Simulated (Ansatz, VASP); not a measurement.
## Two plane-wave programs on Zn

```xyz
2
Lattice="2.7417 0.0000 0.0000 -1.3708 2.3744 0.0000 0.0000 0.0000 4.5587" Properties=species:S:1:pos:R:3 pbc="T T T"
Zn    0.0000    1.5829    3.4190
Zn    1.3708    0.7915    1.1397
```

Alike in both runs: functional PBE; k mesh 8 × 8 × 4; occupations gaussian, width 0.05 eV; no spin polarisation.

Ansatz relaxed the structure, and its values are those at the end. VASP's run is a single point on that final structure, the one shown.

|  | VASP | Ansatz |
| --- | --- | --- |
| version | VASP 6.6.1 | Ansatz 0.2.0 |
| potentials or method | VASP PAW PBE potentials, release 64 (Zn), cutoff 520 eV | scalar-relativistic, plane waves, PAW |
| valence electrons in the cell | 24 | 24 |

Ansatz gave:

| Item | Value |
| --- | --- |
| gap on the k mesh at the Fermi level (eV) | none |
| pressure (GPa) | 0.0 |

Task: What did VASP give for the same quantities?

Result: gap on the k mesh at the Fermi level (eV): none; pressure (GPa): 0.4.

A gap of «none» marks a metal or a gap that the smearing closes.
